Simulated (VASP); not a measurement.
Write the native input for VASP 6.6.1 that does the following.

* Task: single point
* Functional: LDA
* Potentials or basis: VASP PAW LDA potentials, release 64 (Re)
* Cutoff: 520 eV
* k mesh: 22 × 22 × 12
* Occupations: fermi-dirac, width 0.1 eV
* Spin: no spin polarisation
* Dipole correction: no
* Further INCAR settings: ALGO = Normal; EDIFF = 1e-07; NBANDS = 14

The structure of Re lies in POSCAR:

```
Re
1.0
    2.8103673565      0.0000000000      0.0000000000
   -1.4051836783      2.4338495247      0.0000000000
    0.0000000000      0.0000000000      4.5265116829
Re
2
Direct
    0.3333333333      0.6666666667      0.2500000000
    0.6666666667      0.3333333333      0.7500000000
```

The input as run:

INCAR

```
SYSTEM = Re
PREC     = Accurate       ! precision mode
ENCUT    = 520            ! plane-wave cutoff, eV
EDIFF    = 1E-7           ! SCF threshold, eV
ISMEAR   = -1             ! smearing method
SIGMA    = 0.1            ! smearing width, eV
LREAL    = .False.        ! projectors in reciprocal space
LASPH    = .True.         ! aspherical terms in the spheres
NELM     = 60             ! most SCF steps
ALGO     = Normal         ! electronic algorithm
ISIF     = 2              ! what is computed and relaxed
LWAVE    = .False.        ! write WAVECAR
LCHARG   = .False.        ! write CHGCAR
GGA      = CA             ! functional
NBANDS   = 14             ! bands
```

KPOINTS

```
regular mesh
0
Gamma
  22 22 12
  0 0 0
```

Potentials or basis: VASP PAW LDA potentials, release 64 (Re).

The run is started by

```console
$ cat potpaw_LDA.64/Re/POTCAR > POTCAR
$ mpirun -np 1 vasp_std > vasp.out
```

Results of the run:

```
Pressure               : -25.5 GPa
Band gap on the k mesh : zero (bands 7 and 8 overlap by 3.19 eV)
```

Caveat: the cell stands under tension; spin-orbit coupling is left out, which moves the levels of the heavy elements.

Wall time 52 s on 1 thread of Intel(R) Xeon(R) 6975P-C (Granite Rapids) (shared host), peak memory 0.25 GiB.
